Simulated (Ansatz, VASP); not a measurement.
## TiO2: VASP beside Ansatz

```
Ti O
1.0
     4.59734    0.00000    0.00000
     0.00000    4.59734    0.00000
     0.00000    0.00000    2.99318
Ti O
2 4
Direct
  0.50000 0.50000 0.00000
  0.00000 0.00000 0.50000
  0.69483 0.69483 0.50000
  0.80517 0.19483 0.00000
  0.19483 0.80517 0.00000
  0.30517 0.30517 0.50000
```

Alike in both runs: functional r2SCAN; k mesh 6 × 6 × 8; occupations gaussian, width 0.02 eV; no spin polarisation; Hubbard terms Ti d U = 4.0 eV.

Ansatz relaxed the structure, and its values are those at the end. VASP's run is a single point on that final structure, the one shown.

```csv
,VASP,Ansatz
version,VASP 6.6.1,Ansatz 0.2.0
potentials or method,"VASP PAW PBE potentials, release 64 (Ti_sv, O), cutoff 520 eV","scalar-relativistic, plane waves, PAW"
valence electrons in the cell,48,48
```

Ansatz gave:

- gap on the k mesh at the Fermi level (eV): 2.70
- least direct gap on the mesh (eV): 2.73
- pressure (GPa): 0.0
- rms of the force components (eV/Å): 0.000

Question: Estimate VASP's values.

Answer: gap on the k mesh at the Fermi level (eV): 2.78; least direct gap on the mesh (eV): 2.78; pressure (GPa): 4.8; rms of the force components (eV/Å): 0.069.

VASP's potentials were made for PBE, not for r2SCAN. The programs project onto different local orbitals, so the same U acts differently, and such runs can settle in different states.
